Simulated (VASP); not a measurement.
Input of a VASP 6.6.1 run:

INCAR

```
  PREC = Accurate
  ENCUT = 600
  EDIFF = 1E-6
  ISMEAR = 0
  SIGMA = 0.01
  LREAL = F
  LASPH = T
  NELM = 120
  ALGO = Normal
  ISIF = 2
  LWAVE = F
  LCHARG = T
  GGA = B5
  ALDAX = 1.0
  AGGAX = 1.0
  AGGAC = 1.0
  ALDAC = 0.0
  LELF = T
  LVHAR = T
  NBANDS = 25
  GGA_COMPAT = F
```

The input KPOINTS:

```
Automatic mesh
0
Gamma
  6 6 4
```

The input POSCAR:

```
CdH2O2
1.0
    3.5155260000      0.0000000000      0.0000000000
   -1.7577630000      3.0445350000      0.0000000000
    0.0000000000      0.0000000000      4.6429790000
Cd H O
1 2 2
Direct
    0.0000000000      0.0000000000      0.0000000000
    0.6666666667      0.3333333333      0.5509610000
    0.3333333333      0.6666666667      0.4490390000
    0.6666666667      0.3333333333      0.7593720000
    0.3333333333      0.6666666667      0.2406280000
```

Potentials or basis: VASP PAW PBE potentials, release 64 (Cd_sv_GW, H, O).

Run with:

```sh
$ cat potpaw_PBE.64/Cd_sv_GW/POTCAR potpaw_PBE.64/H/POTCAR potpaw_PBE.64/O/POTCAR > POTCAR
$ mpirun -np 1 vasp_std > vasp.out
```

(1) What does it give for the band gap on the k mesh?

(2) Predict the pressure.

Results:

(1) 1.86 eV, indirect (least direct gap 2.20 eV).

(2) 6.2 GPa.

Caveat: the PAW data sets were made with another functional, which shifts forces and pressure a little.
